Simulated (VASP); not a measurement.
Input of a VASP 6.6.1 run:

Contents of INCAR:

```
PREC = Accurate ; ENCUT = 520
EDIFF = 1E-6 ; ISMEAR = 0
SIGMA = 0.1 ; LREAL = False
LASPH = True ; NELM = 80
ALGO = Normal ; ISIF = 2
LWAVE = False ; LCHARG = False
GGA = PE ; NBANDS = 24
```

The input KPOINTS:

```
Automatic mesh
0
Gamma
  6 6 4
```

Contents of POSCAR:

```
SrO
1.0
    3.9412472974      0.0000000000      0.0000000000
   -1.9706236487      3.4132202822      0.0000000000
    0.0000000000      0.0000000000      7.2577164436
Sr O
2 2
Direct
    0.0000000000      0.0000000000      0.8064860410
    0.0000000000      0.0000000000      0.1935139590
    0.3333333333      0.6666666667      0.0000000000
    0.6666666667      0.3333333333      0.0000000000
```

Potentials or basis: VASP PAW PBE potentials, release 64 (Sr_sv, O).

Command:

```sh
$ cat potpaw_PBE.64/Sr_sv/POTCAR potpaw_PBE.64/O/POTCAR > POTCAR
$ mpirun -np 1 vasp_std > vasp.out
```

Task: Estimate the largest force.

Result: 0.064 eV/Å.

Task: Predict the pressure.

Result: 0.2 GPa.

Task: Predict the band gap on the k mesh.

Result: Zero (band 16 reaches 2.87 eV, above the bottom of band 17 at 1.10 eV).

Forces on the atoms (eV/Å):
```
Sr   0.000  0.000 -0.064
Sr   0.000  0.000  0.064
O    0.000  0.000  0.000
O    0.000  0.000  0.000
```
